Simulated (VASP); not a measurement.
# Rb (Fm-3m) in VASP: notebook

Rb is run at these levels: r2SCAN; tasks: single point, relaxation of cell and atoms.

All numbers are computed with VASP 6.6.1; they aren't measurements. Logs are shortened: lines on timing, memory, paths and dates and some standing lists are left out, and cuts for length are marked.

### 1 The cell of the first run

Symmetry: Fm-3m, No. 225, cubic system. The conventional cell has a = 7.280 Å, b = 7.280 Å, c = 7.280 Å, α = 90.00°, β = 90.00°, γ = 90.00°.

This isn't the form of Rb at room conditions, which is bcc.

### 2 Single point, r2SCAN

POSCAR reads:

```
Rb
1.0
    0.0000000000      3.6398850000      3.6398850000
    3.6398850000      0.0000000000      3.6398850000
    3.6398850000      3.6398850000      0.0000000000
Rb
1
Direct
    0.0000000000      0.0000000000      0.0000000000
```

INCAR.step1 reads:

```
PREC = Accurate ; ENCUT = 520
ISMEAR = -1 ; SIGMA = 0.1
LREAL = False ; LASPH = True
NELM = 100 ; NBANDS = 10
GGA = PE ; ALGO = Normal
EDIFF = 1E-4 ; LWAVE = True
LCHARG = False
```

INCAR.step2 reads:

```
PREC = Accurate ; ENCUT = 520
EDIFF = 1E-7 ; ISMEAR = -1
SIGMA = 0.1 ; LREAL = False
LASPH = True ; NELM = 100
ALGO = Normal ; ISIF = 2
LWAVE = False ; LCHARG = False
METAGGA = R2SCAN ; LMIXTAU = True
NBANDS = 10 ; ISTART = 1
```

KPOINTS reads:

```
Automatic mesh
0
Gamma
  8 8 8
```

Potentials or basis: VASP PAW PBE potentials, release 64 (Rb_sv).

Launch:

```console
> cat potpaw_PBE.64/Rb_sv/POTCAR > POTCAR
> cp INCAR.step1 INCAR
> mpirun -np 1 vasp_std > vasp.out
> cp INCAR.step2 INCAR
> mpirun -np 1 vasp_std > vasp.out
```

OUTCAR:

```text
PREC = Accurate
   ENCUT = 520
   EDIFF = 1E-7
   ISMEAR = -1
   LREAL = False
   LASPH = True
   NELM = 100
   ISIF = 2
   METAGGA = R2SCAN
   ISTART = 1

 ion  position               nearest neighbor table
   1  0.000  0.000  0.000-

  LATTYP: Found a face centered cubic cell.
 ALAT       =     7.2797700000

  Lattice vectors:

 A1 = (   0.0000000000,   3.6398850000,   3.6398850000)
 A2 = (   3.6398850000,   0.0000000000,   3.6398850000)
 A3 = (   3.6398850000,   3.6398850000,   0.0000000000)

Analysis of symmetry for initial positions (statically):
=====================================================================
 Subroutine PRICEL returns:
 Original cell was already a primitive cell.

 Routine SETGRP: Setting up the symmetry group for a
 face centered cubic supercell.

 Subroutine GETGRP returns: Found 48 space group operations
 (whereof 48 operations were pure point group operations)
 out of a pool of 48 trial point group operations.

The static configuration has the point symmetry O_h .

Analysis of symmetry for dynamics (positions and initial velocities):
=====================================================================
 Subroutine PRICEL returns:
 Original cell was already a primitive cell.

 Routine SETGRP: Setting up the symmetry group for a
 face centered cubic supercell.

 Subroutine GETGRP returns: Found 48 space group operations
 (whereof 48 operations were pure point group operations)
 out of a pool of 48 trial point group operations.

The dynamic configuration has the point symmetry O_h .

 Subroutine INISYM returns: Found 48 space group operations
 (whereof 48 operations are pure point group operations),
 and found     1 'primitive' translations

----------------------------------------------------------------------------------------

                                     Primitive cell

  volume of cell :      96.4479

  direct lattice vectors                    reciprocal lattice vectors
     0.000000000  3.639885000  3.639885000    -0.137366977  0.137366977  0.137366977
     3.639885000  0.000000000  3.639885000     0.137366977 -0.137366977  0.137366977
     3.639885000  3.639885000  0.000000000     0.137366977  0.137366977 -0.137366977

  length of vectors
     5.147574732  5.147574732  5.147574732     0.237926584  0.237926584  0.237926584

  position of ions in fractional coordinates (direct lattice)
     0.000000000  0.000000000  0.000000000

  ion indices of the primitive-cell ions
   primitive index   ion index
                 1           1

[... 72 lines left out ...]
   LREAL  =      F    real-space projection
   EDIFFG = 0.1E-05   stopping-criterion for IOM
   NSW    =      0    number of steps for IOM
   IBRION =     -1    ionic relax: 0-MD 1-quasi-New 2-CG
   NFREE  =      0    steps in history (QN), initial steepest desc. (CG)
   ISIF   =      2    stress and relaxation
   ISYM   =      2    0-nonsym 1-usesym 2-fastsym
   POTIM  = 0.5000    time-step for ionic-motion
   TEBEG  =    0.0;   TEEND  =   0.0 temperature during run
   PSTRESS=    0.0 pullay stress
   NELECT =       9.0000    total number of electrons
   NUPDOWN=      -1.0000    fix difference up-down
   EMIN   =  10.00;   EMAX   =-10.00  energy-range for DOS
   EFERMI =   0.00;   METHOD = LEGACY
   ISMEAR =    -1;   SIGMA  =   0.10  broadening in eV -4-tet -1-fermi 0-gaus
   EFERMI_NEDOS =   21; number of points for ismear=-14 and -15
   IALGO  =     38    algorithm
   IMIX   =      4    mixing-type and parameters
     AMIX     =   0.40;   BMIX     =  1.00
     AMIX_MAG =   1.60;   BMIX_MAG =  1.00
  volume/ion in A,a.u.               =      96.45       650.86
  Fermi-wavevector in a.u.,A,eV,Ry     =   0.742548  1.403213  7.501952  0.551378
  Thomas-Fermi vector in A             =   1.837453
   LORBIT       =      0    0 simple, 1 ext, 2 COOP (PROOUT), +10 PAW based schemes
   METAGGA = R2SCAN    functional components
   LHFCALC =     F    Hartree Fock is set to
   AEXX    =    0.0000 exact exchange contribution
   IVDW    =     0    specifies the selected vdW correction
   LEPSILON=     F    determine dielectric tensor
   LRPA    =     F    only Hartree local field effects (RPA)
 non-spin polarized calculation
  energy-cutoff  :      520.00
  volume of cell :       96.45
 maximum number of plane-waves:      2637
 NGX is ok and might be reduce to    40
   NGX = 19   NGY = 19   NGZ = 19

 number of electron       9.0000000 magnetization

 Free energy of the ion-electron system (eV)
  ---------------------------------------------------
  ext. energy  EPLUGINS =         0.00000000
  ---------------------------------------------------
  free energy    TOTEN  =       -13.93064593 eV

  energy without entropy =      -13.90069920  energy(sigma->0) =      -13.91567257

 E-fermi :  -0.0753     XC(G=0):  -5.5838

 val. band max:       -0.1895306695   @ k =  -0.3750   0.1250   0.0000
 cond. band min:      -0.0081553720   @ k =   0.5000   0.3750   0.1250
 fundamental gap:      0.1813752975
 Fermi energy:        -0.0753368922

 k-point     1 :       0.0000    0.0000    0.0000
  band No.  band energies     occupation
      1     -30.1631      2.00000
      2     -13.6577      2.00000
      3     -13.6577      2.00000
      4     -13.6577      2.00000
      5      -2.0802      2.00000
      6       3.8974      0.00000
      7       3.8974      0.00000
      8       3.8974      0.00000
      9       5.3024      0.00000
     10       5.3024      0.00000
[... 287 lines left out ...]
 k-point    24 :      -0.3750    0.2500    0.1250
  band No.  band energies     occupation
      1     -30.1594      2.00000
      2     -13.7265      2.00000
      3     -13.6892      2.00000
      4     -13.6751      2.00000
      5       0.6759      0.00109
      6       0.6827      0.00102
      7       2.5398      0.00000
      8       3.7194      0.00000
      9       4.9852      0.00000
     10       5.9344      0.00000

 [... further k-points ...]
[... 5 lines left out ...]
  --------------------------------------------------------------------------------------
  -------------------------------------------------------------------------------------
  Total       -0.0082608     -0.0082608     -0.0082608      0.0000000     -0.0000000     -0.0000000
  in kB       -0.1372272     -0.1372272     -0.1372272      0.0000000     -0.0000000     -0.0000000
  external PRESSURE =      -0.1372272 kB  Pullay stress =       0.0000000 kB

 VOLUME and BASIS-vectors are now :
 -----------------------------------------------------------------------------
  energy-cutoff  :      520.00
  volume of cell :       96.45
      direct lattice vectors                 reciprocal lattice vectors
     0.000000000  3.639885000  3.639885000    -0.137366977  0.137366977  0.137366977
     3.639885000  0.000000000  3.639885000     0.137366977 -0.137366977  0.137366977
     3.639885000  3.639885000  0.000000000     0.137366977  0.137366977 -0.137366977

 POSITION                                       TOTAL-FORCE (eV/Angst)
 -----------------------------------------------------------------------------------
      0.00000      0.00000      0.00000        -0.000000      0.000000     -0.000000
 -----------------------------------------------------------------------------------
    total drift:                               -0.000000     -0.000000     -0.000000

  FREE ENERGIE OF THE ION-ELECTRON SYSTEM (eV)
  ---------------------------------------------------
  free  energy   TOTEN  =       -13.9306459349 eV

  energy  without entropy=      -13.9006991960  energy(sigma->0) =      -13.91567257
```

OUTCAR.step1:

```text
PREC = Accurate
   ENCUT = 520
   ISMEAR = -1
   LREAL = False
   LASPH = True
   NELM = 100
[... 527 lines left out ...]
 POSITION                                       TOTAL-FORCE (eV/Angst)
 -----------------------------------------------------------------------------------
      0.00000      0.00000      0.00000        -0.000000      0.000000     -0.000000
 -----------------------------------------------------------------------------------
    total drift:                               -0.000000     -0.000000     -0.000000

  FREE ENERGIE OF THE ION-ELECTRON SYSTEM (eV)
  ---------------------------------------------------
  free  energy   TOTEN  =        -0.9486230804 eV

  energy  without entropy=       -0.9160861213  energy(sigma->0) =       -0.93235460
```

OSZICAR.step1:

```text
N       E                     dE             d eps       ncg     rms          rms(c)
DAV:   1     0.424100944130E+02    0.42410E+02   -0.32365E+03   580   0.649E+02
DAV:   2     0.200981713034E+01   -0.40400E+02   -0.39683E+02   634   0.120E+02
DAV:   3    -0.830270869835E+00   -0.28401E+01   -0.28339E+01   744   0.328E+01
DAV:   4    -0.944523923800E+00   -0.11425E+00   -0.11398E+00   814   0.571E+00
DAV:   5    -0.946822143517E+00   -0.22982E-02   -0.22969E-02   760   0.712E-01    0.113E+00
DAV:   6    -0.947558675536E+00   -0.73653E-03   -0.19893E-03   814   0.257E-01    0.677E-01
DAV:   7    -0.948495765142E+00   -0.93709E-03   -0.26898E-03   666   0.304E-01    0.436E-02
DAV:   8    -0.948607335277E+00   -0.11157E-03   -0.93881E-05   678   0.745E-02    0.229E-02
DAV:   9    -0.948623080443E+00   -0.15745E-04   -0.15520E-05   390   0.316E-02
   1 F= -.94862308E+00 E0= -.93235460E+00  d E =-.325370E-01
```

Run time: 3.8 min. Hardware: 1 thread of Oxide Virtual Turin-like, shared host; peak memory 0.21 GiB.

What came out:

```yaml
Free_energy: -13.9306 eV
Pressure: 0.0 GPa
Band_gap_on_the_k_mesh: zero (an odd number of electrons rules out a gap without spin polarisation)
```

Levels at points of the mesh, in eV from the Fermi level:
| k point | band 1 | band 2 | band 3 | band 4 | band 5 | band 6 | band 7 | band 8 | band 9 | band 10 |
| --- | --- | --- | --- | --- | --- | --- | --- | --- | --- | --- |
| (0.00, 0.00, 0.00) | -30.09 | -13.58 | -13.58 | -13.58 | -2.00 | 3.97 | 3.97 | 3.97 | 5.38 | 5.38 |
| (0.50, 0.00, 0.00) | -30.08 | -13.66 | -13.59 | -13.59 | 0.28 | 0.56 | 3.73 | 3.73 | 5.95 | 6.07 |
| (0.50, 0.50, 0.00) | -30.08 | -13.66 | -13.61 | -13.61 | 0.74 | 1.37 | 2.03 | 4.70 | 4.70 | 5.46 |

Caveat: the PAW data sets were made with another functional, which shifts forces and pressure a little.

[end of part 1 of 2]
